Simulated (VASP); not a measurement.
# MgO (Fm-3m) in VASP: a series of runs

Runs on MgO. Level: PBE. Tasks: single point.

All numbers are computed with VASP 6.6.1; they aren't measurements. Logs are shortened: lines on timing, memory, paths and dates and some standing lists are left out, and cuts for length are marked.

### 1 The cell of the first run

Symmetry: Fm-3m, No. 225, cubic system. The conventional cell has a = 4.353 Å, b = 4.353 Å, c = 4.353 Å, α = 90.00°, β = 90.00°, γ = 90.00°. Within 2.9 Å of Mg (site symmetry m-3m) lie 6 O at 2.18 Å. Within 2.9 Å of O (site symmetry m-3m) lie 6 Mg at 2.18 Å.

### 2 Single point, PBE

Input file INCAR:

```
ALGO = Normal
EDIFF = 1E-6
ENCUT = 840
GGA = PE
GGA_COMPAT = F
ISIF = 2
ISMEAR = 0
LASPH = T
LCHARG = F
LREAL = F
LWAVE = F
NBANDS = 15
NELM = 120
PREC = Accurate
SIGMA = 0.01
```

Input file KPOINTS:

```
k-points
0
Gamma
  8 8 8
```

Input file POSCAR:

```
MgO
1.0
    0.0000000000      2.1765626234      2.1765626234
    2.1765626234      0.0000000000      2.1765626234
    2.1765626234      2.1765626234      0.0000000000
Mg O
1 1
Direct
    0.0000000000      0.0000000000      0.0000000000
    0.5000000000      0.5000000000      0.5000000000
```

Potentials or basis: VASP PAW PBE potentials, release 64 (Mg_sv, O).

Started as:

```
> cat potpaw_PBE.64/Mg_sv/POTCAR potpaw_PBE.64/O/POTCAR > POTCAR
> mpirun -np 1 vasp_std > vasp.out
```

OUTCAR:

```text
EDIFF = 1E-6
   ENCUT = 840
   GGA = PE
   ISIF = 2
   ISMEAR = 0
   LASPH = T
   LREAL = F
   NELM = 120
   PREC = Accurate

 ion  position               nearest neighbor table
   1  0.000  0.000  0.000-
   2  0.500  0.500  0.500-

  LATTYP: Found a face centered cubic cell.
 ALAT       =     4.3531252468

  Lattice vectors:

 A1 = (   0.0000000000,   2.1765626234,   2.1765626234)
 A2 = (   2.1765626234,   0.0000000000,   2.1765626234)
 A3 = (   2.1765626234,   2.1765626234,   0.0000000000)

Analysis of symmetry for initial positions (statically):
=====================================================================
 Subroutine PRICEL returns:
 Original cell was already a primitive cell.

 Routine SETGRP: Setting up the symmetry group for a
 face centered cubic supercell.

 Subroutine GETGRP returns: Found 48 space group operations
 (whereof 48 operations were pure point group operations)
 out of a pool of 48 trial point group operations.

The static configuration has the point symmetry O_h .

Analysis of symmetry for dynamics (positions and initial velocities):
=====================================================================
 Subroutine PRICEL returns:
 Original cell was already a primitive cell.

 Routine SETGRP: Setting up the symmetry group for a
 face centered cubic supercell.

 Subroutine GETGRP returns: Found 48 space group operations
 (whereof 48 operations were pure point group operations)
 out of a pool of 48 trial point group operations.

The dynamic configuration has the point symmetry O_h .

 Subroutine INISYM returns: Found 48 space group operations
 (whereof 48 operations are pure point group operations),
 and found     1 'primitive' translations

----------------------------------------------------------------------------------------

                                     Primitive cell

  volume of cell :      20.6226

  direct lattice vectors                    reciprocal lattice vectors
     0.000000000  2.176562623  2.176562623    -0.229720016  0.229720016  0.229720016
     2.176562623  0.000000000  2.176562623     0.229720016 -0.229720016  0.229720016
     2.176562623  2.176562623  0.000000000     0.229720016  0.229720016 -0.229720016

  length of vectors
     3.078124381  3.078124381  3.078124381     0.397886739  0.397886739  0.397886739

  position of ions in fractional coordinates (direct lattice)
     0.000000000  0.000000000  0.000000000
     0.500000000  0.500000000  0.500000000

  ion indices of the primitive-cell ions
   primitive index   ion index
                 1           1
                 2           2

----------------------------------------------------------------------------------------

 KPOINTS: k-points

Automatic generation of k-mesh.
 Grid dimensions read from file:
 generate k-points for:    8    8    8

 Generating k-lattice:

  Cartesian coordinates                     Fractional coordinates (reciprocal lattice)
    -0.028715002  0.028715002  0.028715002     0.125000000  0.000000000  0.000000000
     0.028715002 -0.028715002  0.028715002     0.000000000  0.125000000  0.000000000
     0.028715002  0.028715002 -0.028715002     0.000000000  0.000000000  0.125000000

  Length of vectors
     0.049735842  0.049735842  0.049735842

  Shift w.r.t. Gamma in fractional coordinates (k-lattice)
     0.000000000  0.000000000  0.000000000

 Subroutine IBZKPT returns following result:
 ===========================================

 Found     29 irreducible k-points:

 Following reciprocal coordinates:
            Coordinates               Weight
  0.000000  0.000000  0.000000      1.000000
  0.125000  0.000000  0.000000      8.000000
  0.250000  0.000000  0.000000      8.000000
  0.375000  0.000000  0.000000      8.000000
  0.500000  0.000000  0.000000      4.000000
  0.125000  0.125000  0.000000      6.000000
[... 16 lines left out ...]
  0.500000  0.250000  0.125000     48.000000
 -0.375000  0.250000  0.125000     24.000000
 [... further k-points ...]
   k-points           NKPTS =     29   k-points in BZ     NKDIM =     29   number of bands    NBANDS=     15
   number of dos      NEDOS =    301   number of ions     NIONS =      2
   total plane-waves  NPLWV =  27000
   dimension x,y,z NGX =    30 NGY =   30 NGZ =   30
   dimension x,y,z NGXF=    60 NGYF=   60 NGZF=   60
   ions per type =               1   1
   NGX,Y,Z   is equivalent  to a cutoff of  16.20, 16.20, 16.20 a.u.
   NGXF,Y,Z  is equivalent  to a cutoff of  32.41, 32.41, 32.41 a.u.
 SYSTEM =  unknown system
   PREC   = accura    normal or accurate (medium, high low for compatibility)
   ISTART =      0    job   : 0-new  1-cont  2-samecut
   ICHARG =      2    charge: 1-file 2-atom 10-const
   ISPIN  =      1    spin polarized calculation?
   LNONCOLLINEAR =      F non collinear calculations
   LSORBIT =      F    spin-orbit coupling
   LASPH  =      T    aspherical Exc in radial PAW
   ENCUT  =  840.0 eV  61.74 Ry    7.86 a.u.   7.27  7.27  7.27*2*pi/ulx,y,z
   NELM   =    120;   NELMIN=  2; NELMDL= -5     # of ELM steps
   EDIFF  = 0.1E-05   stopping-criterion for ELM
   LREAL  =      F    real-space projection
   EDIFFG = 0.1E-04   stopping-criterion for IOM
   NSW    =      0    number of steps for IOM
   IBRION =     -1    ionic relax: 0-MD 1-quasi-New 2-CG
   NFREE  =      0    steps in history (QN), initial steepest desc. (CG)
   ISIF   =      2    stress and relaxation
   ISYM   =      2    0-nonsym 1-usesym 2-fastsym
   POTIM  = 0.5000    time-step for ionic-motion
   TEBEG  =    0.0;   TEEND  =   0.0 temperature during run
   PSTRESS=    0.0 pullay stress
   NELECT =      16.0000    total number of electrons
   NUPDOWN=      -1.0000    fix difference up-down
   EMIN   =  10.00;   EMAX   =-10.00  energy-range for DOS
   EFERMI =   0.00;   METHOD = LEGACY
   ISMEAR =     0;   SIGMA  =   0.01  broadening in eV -4-tet -1-fermi 0-gaus
   EFERMI_NEDOS =   21; number of points for ismear=-14 and -15
   IALGO  =     38    algorithm
   IMIX   =      4    mixing-type and parameters
     AMIX     =   0.40;   BMIX     =  1.00
     AMIX_MAG =   1.60;   BMIX_MAG =  1.00
  volume/ion in A,a.u.               =      10.31        69.58
  Fermi-wavevector in a.u.,A,eV,Ry     =   1.504297  2.842710 30.788762  2.262910
  Thomas-Fermi vector in A             =   2.615295
   LORBIT       =      0    0 simple, 1 ext, 2 COOP (PROOUT), +10 PAW based schemes
   GGA     = PE    functional components
   LHFCALC =     F    Hartree Fock is set to
   AEXX    =    0.0000 exact exchange contribution
   IVDW    =     0    specifies the selected vdW correction
   LEPSILON=     F    determine dielectric tensor
   LRPA    =     F    only Hartree local field effects (RPA)
 non-spin polarized calculation
 Gauss-broadening in eV      SIGMA  =   0.01
  energy-cutoff  :      840.00
  volume of cell :       20.62
 maximum number of plane-waves:      1158
 NGX is ok and might be reduce to    30
   NGX = 15   NGY = 15   NGZ = 15

 number of electron      16.0000008 magnetization

 Free energy of the ion-electron system (eV)
  ---------------------------------------------------
  ext. energy  EPLUGINS =         0.00000000
  ---------------------------------------------------
  free energy    TOTEN  =       -11.84807093 eV

  energy without entropy =      -11.84807093  energy(sigma->0) =      -11.84807093

 E-fermi :   2.3792     XC(G=0): -10.9041

 val. band max:        2.2423609501   @ k =   0.0000   0.0000   0.0000
 cond. band min:       6.0812020719   @ k =   0.0000   0.0000   0.0000
 fundamental gap:      3.8388411218
 Fermi energy:         2.3792295576

 k-point     1 :       0.0000    0.0000    0.0000
  band No.  band energies     occupation
      1     -70.3843      2.00000
      2     -37.1191      2.00000
      3     -37.1191      2.00000
      4     -37.1191      2.00000
      5     -14.5340      2.00000
      6       2.2424      2.00000
      7       2.2424      2.00000
      8       2.2424      2.00000
      9       6.0812      0.00000
     10      17.4834      0.00000
     11      17.4834      0.00000
     12      17.4834      0.00000
     13      21.1439      0.00000
     14      22.8153      0.00000
     15      22.8153      0.00000

 k-point     2 :       0.1250    0.0000    0.0000
  band No.  band energies     occupation
      1     -70.3836      2.00000
      2     -37.1276      2.00000
      3     -37.1200      2.00000
      4     -37.1200      2.00000
      5     -14.3947      2.00000
      6       1.3232      2.00000
      7       2.1555      2.00000
      8       2.1555      2.00000
      9       7.0054      0.00000
     10      15.8340      0.00000
     11      17.7835      0.00000
     12      17.7835      0.00000
     13      21.6936      0.00000
     14      21.6936      0.00000
     15      22.9561      0.00000

 k-point     3 :       0.2500    0.0000    0.0000
  band No.  band energies     occupation
      1     -70.3817      2.00000
      2     -37.1478      2.00000
      3     -37.1223      2.00000
      4     -37.1223      2.00000
      5     -14.0365      2.00000
      6      -0.2328      2.00000
      7       1.9546      2.00000
      8       1.9546      2.00000
      9       8.4783      0.00000
     10      14.1959      0.00000
     11      18.0879      0.00000
     12      18.0879      0.00000
     13      21.3300      0.00000
     14      21.3300      0.00000
     15      22.7064      0.00000

 k-point     4 :       0.3750    0.0000    0.0000
  band No.  band energies     occupation
      1     -70.3798      2.00000
      2     -37.1680      2.00000
      3     -37.1245      2.00000
      4     -37.1245      2.00000
      5     -13.6408      2.00000
      6      -1.4764      2.00000
      7       1.7648      2.00000
      8       1.7648      2.00000
      9       9.3528      0.00000
     10      13.7007      0.00000
     11      17.7768      0.00000
     12      17.7768      0.00000
     13      22.0067      0.00000
     14      22.5780      0.00000
     15      22.5780      0.00000
[... 307 lines left out ...]
 k-point    22 :       0.3750    0.2500    0.1250
  band No.  band energies     occupation
      1     -70.3802      2.00000
      2     -37.1520      2.00000
      3     -37.1325      2.00000
      4     -37.1254      2.00000
      5     -13.7863      2.00000
      6      -0.5443      2.00000
      7       1.2234      2.00000
      8       1.7107      2.00000
      9       9.7986      0.00000
     10      13.3126      0.00000
     11      16.2690      0.00000
     12      18.6741      0.00000
     13      19.4471      0.00000
     14      23.5413      0.00000
     15      26.4579      0.00000

 k-point    23 :       0.5000    0.2500    0.1250
  band No.  band energies     occupation
      1     -70.3788      2.00000
      2     -37.1628      2.00000
      3     -37.1380      2.00000
      4     -37.1284      2.00000
      5     -13.4798      2.00000
      6      -1.1352      2.00000
      7       0.7109      2.00000
      8       1.4878      2.00000
      9      10.9183      0.00000
     10      13.2172      0.00000
     11      15.1410      0.00000
     12      18.2320      0.00000
     13      20.8706      0.00000
     14      23.3986      0.00000
     15      26.7171      0.00000

 k-point    24 :      -0.3750    0.2500    0.1250
  band No.  band energies     occupation
      1     -70.3781      2.00000
      2     -37.1674      2.00000
      3     -37.1394      2.00000
      4     -37.1301      2.00000
      5     -13.3454      2.00000
      6      -1.3794      2.00000
      7       0.5243      2.00000
      8       1.3803      2.00000
      9      11.2359      0.00000
     10      13.4794      0.00000
     11      14.7784      0.00000
     12      17.9864      0.00000
     13      21.6380      0.00000
     14      23.0378      0.00000
     15      26.8892      0.00000

 [... further k-points ...]
[... 5 lines left out ...]
  --------------------------------------------------------------------------------------
  -------------------------------------------------------------------------------------
  Total       -1.1598794     -1.1598794     -1.1598794      0.0000000     -0.0000000      0.0000000
  in kB      -90.1114363    -90.1114363    -90.1114363      0.0000000     -0.0000000      0.0000000
  external PRESSURE =     -90.1114363 kB  Pullay stress =       0.0000000 kB

 VOLUME and BASIS-vectors are now :
 -----------------------------------------------------------------------------
  energy-cutoff  :      840.00
  volume of cell :       20.62
      direct lattice vectors                 reciprocal lattice vectors
     0.000000000  2.176562623  2.176562623    -0.229720016  0.229720016  0.229720016
     2.176562623  0.000000000  2.176562623     0.229720016 -0.229720016  0.229720016
     2.176562623  2.176562623  0.000000000     0.229720016  0.229720016 -0.229720016

 POSITION                                       TOTAL-FORCE (eV/Angst)
 -----------------------------------------------------------------------------------
      0.00000      0.00000      0.00000         0.000000      0.000000      0.000000
      2.17656      2.17656      2.17656         0.000000      0.000000     -0.000000
 -----------------------------------------------------------------------------------
    total drift:                                0.000000      0.000000      0.000000

  FREE ENERGIE OF THE ION-ELECTRON SYSTEM (eV)
  ---------------------------------------------------
  free  energy   TOTEN  =       -11.8480709326 eV

  energy  without entropy=      -11.8480709326  energy(sigma->0) =      -11.84807093
```

It took 15 s on 1 thread of Intel Xeon Platinum 8375C at 2.90GHz (Ice Lake), shared host; peak memory 0.16 GiB.

What came out:

```yaml
Free_energy: -11.8481 eV
Pressure: -9.0 GPa
Band_gap_on_the_k_mesh: 3.84 eV
```

Caveat: the cell stands under tension.

### 3 Single point, PBE

This run uses another cell than the first one, of 10.08 Å³/atom.

Input file INCAR:

```
SYSTEM = MgO
PREC = Accurate
ENCUT = 840
EDIFF = 1E-6
ISMEAR = 0
SIGMA = 0.01
LREAL = .False.
LASPH = .True.
NELM = 120
ALGO = Normal
ISIF = 2
LWAVE = .False.
LCHARG = .False.
GGA = PE
NBANDS = 15
GGA_COMPAT = .False.
```

Input file KPOINTS:

```
Automatic mesh
0
Gamma
  8 8 8
  0 0 0
```

Input file POSCAR:

```
MgO
1.0
    0.0000000000      2.1599469936      2.1599469936
    2.1599469936      0.0000000000      2.1599469936
    2.1599469936      2.1599469936      0.0000000000
Mg O
1 1
Direct
    0.0000000000      0.0000000000      0.0000000000
    0.5000000000      0.5000000000      0.5000000000
```

Potentials or basis: VASP PAW PBE potentials, release 64 (Mg_sv, O).

Started as:

```
> cat potpaw_PBE.64/Mg_sv/POTCAR potpaw_PBE.64/O/POTCAR > POTCAR
> mpirun -np 1 vasp_std > vasp.out
```

It took 40 s on 1 thread of AMD EPYC 7R43 (Zen 3), shared host; peak memory 0.13 GiB.

Results (log left out):

```
Free energy            : -11.8691 eV
Pressure               : -6.3 GPa
Band gap on the k mesh : 4.04 eV
```

Levels at points of the mesh, in eV from the valence-band top:
| k point | band 6 | band 7 | band 8 | band 9 | band 10 | band 11 |
| --- | --- | --- | --- | --- | --- | --- |
| (0.00, 0.00, 0.00) | 0.00 | 0.00 | 0.00 | 4.04 | 15.37 | 15.37 |
| (0.50, 0.00, 0.00) | -4.29 | -0.58 | -0.58 | 7.44 | 11.77 | 15.57 |
| (0.50, 0.50, 0.00) | -3.76 | -1.24 | -1.24 | 9.02 | 9.20 | 12.32 |

Caveat: the cell stands under tension.

### 4 Single point, PBE

This run uses another cell than the first one, of 9.84 Å³/atom.

Input file INCAR:

```
SYSTEM = MgO
  PREC = Accurate
  ENCUT = 840
  EDIFF = 1E-6
  ISMEAR = 0
  SIGMA = 0.01
  LREAL = .FALSE.
  LASPH = .TRUE.
  NELM = 120
  ALGO = Normal
  ISIF = 2
  LWAVE = .FALSE.
  LCHARG = .TRUE.
  GGA = PE
  LELF = .TRUE.
  LVHAR = .TRUE.
  NBANDS = 15
  GGA_COMPAT = .FALSE.
```

Input file KPOINTS:

```
Automatic mesh
0
G
  8 8 8
  0 0 0
```

Input file POSCAR:

```
MgO
1.0
    0.0000000000      2.1430717183      2.1430717183
    2.1430717183      0.0000000000      2.1430717183
    2.1430717183      2.1430717183      0.0000000000
Mg O
1 1
Direct
    0.0000000000      0.0000000000      0.0000000000
    0.5000000000      0.5000000000      0.5000000000
```

Started as:

```
> cat potpaw_PBE.64/Mg_sv/POTCAR potpaw_PBE.64/O/POTCAR > POTCAR
> mpirun -np 1 vasp_std > vasp.out
```

Run time: 17 s. Hardware: 1 thread of Intel Xeon Platinum 8259CL at 2.50GHz (Skylake/Cascade Lake), shared host; peak memory 0.16 GiB.

Results (log left out):

- Free energy: -11.8817 eV
- Pressure: -3.2 GPa
- Band gap on the k mesh: 4.25 eV

Levels at points of the mesh, in eV from the valence-band top:
```
           k point  band 6  band 7  band 8  band 9  band 10  band 11
(0.00, 0.00, 0.00)    0.00    0.00    0.00    4.25    15.51    15.51
(0.50, 0.00, 0.00)   -4.39   -0.60   -0.60    7.58    12.03    15.80
(0.50, 0.50, 0.00)   -3.85   -1.27   -1.27    9.06     9.45    12.56
```

Caveat: the cell stands under tension.

### 5 Single point, PBE

This run uses another cell than the first one, of 8.91 Å³/atom.

Input file INCAR:

```
SYSTEM = MgO
PREC     = Accurate       ! precision mode
ENCUT    = 840            ! plane-wave cutoff, eV
EDIFF    = 1E-6           ! SCF threshold, eV
ISMEAR   = 0              ! smearing method
SIGMA    = 0.01           ! smearing width, eV
LREAL    = .FALSE.        ! projectors in reciprocal space
LASPH    = .TRUE.         ! aspherical terms in the spheres
NELM     = 120            ! most SCF steps
ALGO     = Normal         ! electronic algorithm
ISIF     = 2              ! what is computed and relaxed
LWAVE    = .FALSE.        ! write WAVECAR
LCHARG   = .TRUE.         ! write CHGCAR
GGA      = PE             ! functional
LELF     = .TRUE.         ! ELF
LVHAR    = .TRUE.       
NBANDS   = 15             ! bands
GGA_COMPAT= .FALSE.
```

Input file KPOINTS:

```
regular mesh
0
G
  8 8 8
  0 0 0
```

Input file POSCAR:

```
MgO
1.0
    0.0000000000      2.0727558066      2.0727558066
    2.0727558066      0.0000000000      2.0727558066
    2.0727558066      2.0727558066      0.0000000000
Mg O
1 1
Direct
    0.0000000000      0.0000000000      0.0000000000
    0.5000000000      0.5000000000      0.5000000000
```

Started as:

```
> cat potpaw_PBE.64/Mg_sv/POTCAR potpaw_PBE.64/O/POTCAR > POTCAR
> mpirun -np 1 vasp_std > vasp.out
```

Run time: 29 s. Hardware: 1 thread of AMD EPYC, shared host; peak memory 0.13 GiB.

The run converged. Its results:

```
Free energy            : -11.8226 eV
Pressure               : 13.7 GPa
Band gap on the k mesh : 5.22 eV
```

Levels at points of the mesh, in eV from the valence-band top:
```
           k point  band 6  band 7  band 8  band 9  band 10  band 11
(0.00, 0.00, 0.00)    0.00    0.00    0.00    5.22    16.08    16.08
(0.50, 0.00, 0.00)   -4.82   -0.71   -0.71    8.21    13.17    16.83
(0.50, 0.50, 0.00)   -4.25   -1.41   -1.41    9.18    10.53    13.62
```

Caveat: the cell stands under pressure. Expect the measured gap to be larger: semilocal functionals such as PBE lack the derivative discontinuity.

### 6 The runs side by side

```tsv
cell	gap on the mesh (eV)	pressure (GPa)
a = 3.078 Å, angles 60.0°, 2 atoms	3.84	-9.0
a = 3.055 Å, angles 60.0°, 2 atoms	4.04	-6.3
a = 3.031 Å, angles 60.0°, 2 atoms	4.25	-3.2
a = 2.931 Å, angles 60.0°, 2 atoms	5.22	13.7
```

Alike in all rows: task single point; level PBE; potentials or basis VASP PAW PBE potentials, release 64 (Mg_sv, O); no spin polarisation; k mesh 8 × 8 × 8; cutoff (eV) 840; smearing gaussian 0.01 eV.

Caveats: the cell stands under tension (at least some runs); the cell stands under pressure (at least some runs).

Absolute energies hang on the potentials; compare differences alone.
